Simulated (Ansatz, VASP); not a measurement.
**One calculation of Al, two programs**

```
Al
1.0
     2.82708    0.00000    0.00000
    -1.41354    2.44832    0.00000
     0.00000    0.00000    9.18599
Al
4
Cartesian
  0.0000 0.0000 0.0000
  0.0000 1.6322 2.2965
  0.0000 0.0000 4.5930
  1.4135 0.8161 6.8895
```

Alike in both runs: task relaxation of cell and atoms; functional LDA; k mesh 18 × 18 × 6; occupations gaussian, width 0.1 eV; no spin polarisation.

```csv
,VASP,Ansatz
version,VASP 6.6.1,Ansatz 0.2.0
potentials or method,"VASP PAW LDA potentials, release 64 (Al), cutoff 600 eV","scalar-relativistic, plane waves, PAW"
valence electrons in the cell,12,12
```

|  | VASP | Ansatz | Ansatz less VASP |
| --- | --- | --- | --- |
| gap on the k mesh at the Fermi level, each at its own relaxed structure (eV) | none | none | - |
| relaxed volume (Å³/atom) | 15.88 | 15.86 | -0.015 |
| relaxed length of the cell vector where the two differ most in proportion (Å) | 9.254 | 9.248 | -0.0063 |

LDA's correlation is that of Perdew and Zunger in VASP and of Perdew and Wang (1992) in Ansatz. A gap of «none» marks a metal or a gap that the smearing closes.
